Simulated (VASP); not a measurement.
**W: relaxation of cell and atoms with LDA**

The system is W.

```
CELL_PARAMETERS angstrom
-1.56883 1.56883 1.56883
1.56883 -1.56883 1.56883
1.56883 1.56883 -1.56883
ATOMIC_POSITIONS crystal
W 0.00000 0.00000 0.00000
```

```
Program                : VASP 6.6.1
Task                   : relaxation of cell and atoms
Functional             : LDA
Potentials or basis    : VASP PAW LDA potentials, release 64 (W_sv)
Cutoff                 : 600 eV
k mesh                 : 18 × 18 × 18
Occupations            : gaussian, width 0.1 eV
Spin                   : no spin polarisation
Dipole correction      : no
Further INCAR settings : ALGO = Normal; EDIFF = 1e-06; IBRION = 2; EDIFFG = -0.005; NSW = 100; ISIF = 3
```

```yaml
Relaxed_volume: 15.51 Å³/atom
Relaxed_cell: a = 2.721 Å, b = 2.721 Å, c = 2.721 Å, α = 109.47°, β = 109.47°, γ = 109.47°
Space_group_after_relaxing_to_0.05_Å: Im-3m (No. 229)
Energy_gained_by_relaxing: 0.3 meV/atom
Ionic_steps: 3
Pressure_after_relaxing: 0.0 GPa
Band_gap_on_the_k_mesh: zero (band 7 reaches 16.94 eV, above the bottom of band 8 at 10.34 eV)
```

Step by step:
```
step  energy change (eV)  largest force (eV/Å)  pressure (GPa)  volume (Å³)
   1              0.0000                0.0000            1.43        15.44
   2              0.0036                0.0000           -5.09        15.76
   3             -0.0003                0.0000           -0.03        15.51
```

Final structure:
```xyz
1
Lattice="-1.5711 1.5711 1.5711 1.5711 -1.5711 1.5711 1.5711 1.5711 -1.5711" Properties=species:S:1:pos:R:3 pbc="T T T"
W     0.0000    0.0000    0.0000
```

Levels at points of the mesh, in eV from the Fermi level:
```csv
k point,band 3,band 4,band 5,band 6,band 7,band 8,band 9,band 10,band 11
"(0.00, 0.00, 0.00)",-37.48,-37.48,-9.65,-1.29,-1.29,-1.29,2.25,2.25,14.64
"(0.50, 0.00, 0.00)",-37.94,-37.49,-6.39,-3.68,0.93,2.17,3.16,6.34,11.63
"(0.50, 0.50, 0.50)",-38.46,-38.46,-6.01,-6.01,5.32,5.32,5.32,8.55,8.55
```

Wall time 32 s on 1 thread of Intel(R) Xeon(R) Platinum 8488C (Sapphire Rapids), with other jobs on the host, peak memory 0.16 GiB.

Caveat: spin-orbit coupling is left out, which moves the levels of the heavy elements.
